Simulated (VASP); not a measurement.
A run of VASP 6.6.1 is set up as follows.

File INCAR:

```
PREC     = Accurate       # precision mode
ENCUT    = 520            # plane-wave cutoff, eV
EDIFF    = 1E-6           # SCF threshold, eV
ISMEAR   = -1             # smearing method
SIGMA    = 0.03           # smearing width, eV
LREAL    = F              # projectors in reciprocal space
LASPH    = T              # aspherical terms in the spheres
NELM     = 100            # most SCF steps
ALGO     = Normal         # electronic algorithm
ISIF     = 2              # what is computed and relaxed
LWAVE    = F              # write WAVECAR
LCHARG   = F              # write CHGCAR
NBANDS   = 12             # bands
```

KPOINTS

```
regular mesh
0
Gamma
  13 13 13
```

Contents of POSCAR:

```
Nb
1.0
    0.0000000000      2.0938500000      2.1150000000
    2.0938500000      0.0000000000      2.1150000000
    2.0938500000      2.0938500000      0.0000000000
Nb
1
Direct
    0.0000000000      0.0000000000      0.0000000000
```

Potentials or basis: VASP PAW LDA potentials, release 64 (Nb_sv).

Command:

```bash
$ cat potpaw_LDA.64/Nb_sv/POTCAR > POTCAR
$ mpirun -np 1 vasp_std > vasp.out
```

Q: Predict the band gap on the k mesh.

A: Zero (an odd number of electrons rules out a gap without spin polarisation).

Q: What does it give for the pressure?

A: -7.4 GPa.

Stress tensor (GPa, compression positive):
```
-8.43  0.00  0.00
 0.00 -8.43  0.00
 0.00  0.00 -5.37
```

Caveat: the cell differs from its parent crystal (equal xx and yy strain of -1 %); the cell stands under tension.
